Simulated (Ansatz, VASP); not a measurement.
C in VASP and in Ansatz

```xyz
2
Lattice="0.0000 1.8208 1.8208 1.8208 0.0000 1.8208 1.8208 1.8208 0.0000" Properties=species:S:1:pos:R:3 pbc="T T T"
C     0.0000    0.0000    0.0000
C     0.9104    0.9104    0.9104
```

Change from the starting cell: volume scaled by 1.06, crystal datasets.

Alike in both runs: task electric field gradients; functional PBE; k mesh 13 × 13 × 13; occupations fermi-dirac, width 0.05 eV; no spin polarisation.

|  | VASP | Ansatz |
| --- | --- | --- |
| version | VASP 6.6.1 | Ansatz 0.2.0 |
| potentials or method | VASP PAW PBE potentials, release 64 (C), cutoff 520 eV | all-electron PAW with datasets made for the crystal, scalar-relativistic |

|  | VASP | Ansatz | Ansatz less VASP |
| --- | --- | --- | --- |
| gap on the k mesh at the Fermi level (eV) | 4.01 | 4.02 | +0.008 |
| pressure (GPa) | -22.2 | -22.7 | -0.51 |

Ansatz ran all-electron here, and VASP with PAW potentials.
